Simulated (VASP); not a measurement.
## Ru: single point with PBE

The system is Ru, a sheet with vacuum.

```
Ru
1.0
     2.65818    0.00000    0.00000
    -1.32909    3.50972    0.00000
     0.00000    0.00000   24.48520
Ru
2
Direct
  0.63254 0.26507 0.28136
  0.36746 0.73493 0.33126
```

```yaml
Program: VASP 6.6.1
Task: single point
Functional: PBE
Potentials_or_basis: VASP PAW PBE potentials, release 64 (Ru_pv)
Cutoff: 520 eV
k_mesh: 22 × 22 × 1
Occupations: gaussian, width 0.1 eV
Spin: no spin polarisation
```

```json
{
  "Largest force": "0.192 eV/Å",
  "Band gap on the k mesh": "zero (band 14 reaches -1.85 eV, above the bottom of band 15 at -2.90 eV)"
}
```

Forces in eV/Å, atoms in the order of the input:
```
Ru   0.000 -0.176 -0.077
Ru   0.000  0.176  0.077
```

Levels at points of the mesh, in eV from the Fermi level:
```
           k point  band 10  band 11  band 12  band 13  band 14  band 15  band 16  band 17  band 18  band 19
(0.00, 0.00, 0.00)    -4.33    -2.18    -2.09    -1.81    -0.35    -0.23     0.19     1.34     1.69     3.69
(0.50, 0.00, 0.00)    -3.67    -2.20    -2.05     0.05     0.29     0.74     1.40     3.10     6.02     6.66
(0.00, 0.50, 0.00)    -3.08    -2.13    -1.69    -1.01    -0.70     0.35     0.57     0.94     1.70     3.09
```

It took 13 min on 1 thread of Intel Xeon 6975P-C (shared host), peak memory 0.68 GiB.
